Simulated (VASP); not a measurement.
A run of VASP 6.6.1 is set up as follows.

The input INCAR:

```
SYSTEM = HfO2
PREC     = Accurate       ! precision mode
ENCUT    = 520            ! plane-wave cutoff, eV
EDIFF    = 1E-7           ! SCF threshold, eV
ISMEAR   = -1             ! smearing method
SIGMA    = 0.1            ! smearing width, eV
LREAL    = .False.        ! projectors in reciprocal space
LASPH    = .True.         ! aspherical terms in the spheres
NELM     = 80             ! most SCF steps
ALGO     = Normal         ! electronic algorithm
ISIF     = 2              ! what is computed and relaxed
LWAVE    = .False.        ! write WAVECAR
LCHARG   = .False.        ! write CHGCAR
GGA      = PS             ! functional
NBANDS   = 18             ! bands
```

The input KPOINTS:

```
Automatic mesh
0
Gamma
  11 11 11
  0 0 0
```

File POSCAR:

```
HfO2
1.0
    0.0000000000      2.1503154492      2.1503154492
    2.1503154492      0.0000000000      2.1503154492
    2.1503154492      2.1503154492      0.0000000000
Hf O
1 2
Direct
    0.0000000000      0.0000000000      0.0000000000
    0.2500000000      0.2500000000      0.2500000000
    0.7500000000      0.7500000000      0.7500000000
```

Potentials or basis: VASP PAW PBE potentials, release 64 (Hf_pv, O).

Command:

```console
$ cat potpaw_PBE.64/Hf_pv/POTCAR potpaw_PBE.64/O/POTCAR > POTCAR
$ mpirun -np 1 vasp_std > vasp.out
```

(1) Estimate the band gap on the k mesh.

(2) Predict the pressure.

## Answers

(1) 4.48 eV (least direct gap 5.28 eV).

(2) 336.1 GPa.

Caveat: the cell stands under pressure; the PAW data sets were made with another functional, which shifts forces and pressure a little; spin-orbit coupling is left out, which moves the levels of the heavy elements; an odd mesh through Γ misses points on the zone boundary, where band edges can lie.
